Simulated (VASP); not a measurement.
Wanted: the native input for a VASP 6.6.1 run.

```
Task                   : electric field gradients
Functional             : PBEsol
Potentials or basis    : VASP PAW PBE potentials, release 64 (Nb_sv, Ru_pv)
Cutoff                 : 520 eV
k mesh                 : 11 × 11 × 11
Occupations            : fermi-dirac, width 0.03 eV
Spin                   : no spin polarisation
Dipole correction      : no
Further INCAR settings : ALGO = Normal; EDIFF = 1e-08; NBANDS = 20
```

The structure of NbRu lies in POSCAR:

```
NbRu
1.0
    3.1409676979      0.0000000000      0.0000000000
    0.0000000000      3.1409676979      0.0000000000
    0.0000000000      0.0000000000      3.1409676979
Nb Ru
1 1
Direct
    0.0000000000      0.0000000000      0.0000000000
    0.5000000000      0.5000000000      0.5000000000
```

This cell differs from its parent crystal: volume scaled by 0.96.

One way to write it, as run:

INCAR

```
SYSTEM = NbRu
PREC = Accurate
ENCUT = 520
EDIFF = 1E-8
ISMEAR = -1
SIGMA = 0.03
LREAL = .FALSE.
LASPH = .TRUE.
NELM = 60
ALGO = Normal
ISIF = 2
LWAVE = .FALSE.
LCHARG = .FALSE.
GGA = PS
LEFG = .TRUE.
NBANDS = 20
```

KPOINTS

```
regular mesh
0
G
  11 11 11
  0 0 0
```

Potentials or basis: VASP PAW PBE potentials, release 64 (Nb_sv, Ru_pv).

Command:

```sh
$ cat potpaw_PBE.64/Nb_sv/POTCAR potpaw_PBE.64/Ru_pv/POTCAR > POTCAR
$ mpirun -np 1 vasp_std > vasp.out
```

Results of the run:

```json
{"Pressure": "-0.7 GPa"}
```

Caveat: without QUAD_EFG the Cq values of the log hold for a quadrupole moment of 1 mb, not for the nuclei; the PAW data sets were made with another functional, which shifts forces and pressure a little.

Wall time 20 s on 1 thread of Intel Xeon 6975P-C (shared host), peak memory 0.16 GiB.
